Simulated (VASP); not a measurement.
Zr, 1 atom in the cell. Symmetry: Fm-3m, No. 225, cubic system. The conventional cell has a = 4.510 Å, b = 4.510 Å, c = 4.510 Å, α = 90.00°, β = 90.00°, γ = 90.00°. Zr (site symmetry m-3m) has 12 Zr at 3.19 Å within 4.2 Å. 

- Program: VASP 6.6.1
- Task: single point
- Functional: r2SCAN
- Potentials or basis: VASP PAW PBE potentials, release 64 (Zr_sv)
- Cutoff: 550 eV
- k mesh: 8 × 8 × 8
- Occupations: gaussian, width 0.1 eV
- Spin: no spin polarisation
- Dipole correction: no
- Further INCAR settings: ALGO = Normal; EDIFF = 1e-06; NBANDS = 12

Potentials or basis: VASP PAW PBE potentials, release 64 (Zr_sv).

The run is started by

```console
$ cat potpaw_PBE.64/Zr_sv/POTCAR > POTCAR
$ cp INCAR.step1 INCAR
$ mpirun -np 1 vasp_std > vasp.out
$ cp INCAR.step2 INCAR
$ mpirun -np 1 vasp_std > vasp.out
```

Hardware: 1 thread of Intel(R) Xeon(R) 6975P-C (Granite Rapids) (shared host).

Task: Estimate the wall time of this run.

Result: Run time: 9.8 s on 1 thread of Intel(R) Xeon(R) 6975P-C (Granite Rapids), with other jobs on the host, peak memory 0.14 GiB. Counts: k points 29.
